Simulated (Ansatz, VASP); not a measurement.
## AlN in VASP and in Ansatz

```xyz
4
Lattice="2.9276 0.0000 0.0000 -1.4638 2.5353 0.0000 0.0000 0.0000 5.6214" Properties=species:S:1:pos:R:3 pbc="T T T"
Al    0.0000    1.6902    0.0000
Al    1.4638    0.8451    2.8107
N     0.0000    1.6902    2.1642
N     1.4638    0.8451    4.9749
```

Alike in both runs: task single point; functional PBE; k mesh 9 × 9 × 6; occupations gaussian, width 0.05 eV; no spin polarisation.

|  | VASP | Ansatz |
| --- | --- | --- |
| version | VASP 6.6.1 | Ansatz 0.2.0 |
| potentials or method | VASP PAW PBE potentials, release 64 (Al, N), cutoff 520 eV | scalar-relativistic, plane waves, PAW |
| valence electrons in the cell | 16 | 16 |

|  | VASP | Ansatz | Ansatz less VASP |
| --- | --- | --- | --- |
| gap on the k mesh at the Fermi level (eV) | 3.07 | 3.08 | +0.002 |
| least direct gap on the mesh (eV) | 3.07 | 3.08 | +0.002 |
| pressure (GPa) | 14.6 | 14.7 | +0.13 |
| traceless stress, the component that is largest in VASP (GPa) | -44.99 | -44.67 | +0.323 |
| rms of the force components (eV/Å) | 0.600 | 0.600 | -0.0008 |

Atom by atom the forces differ by 0.001 eV/Å (rms over components).
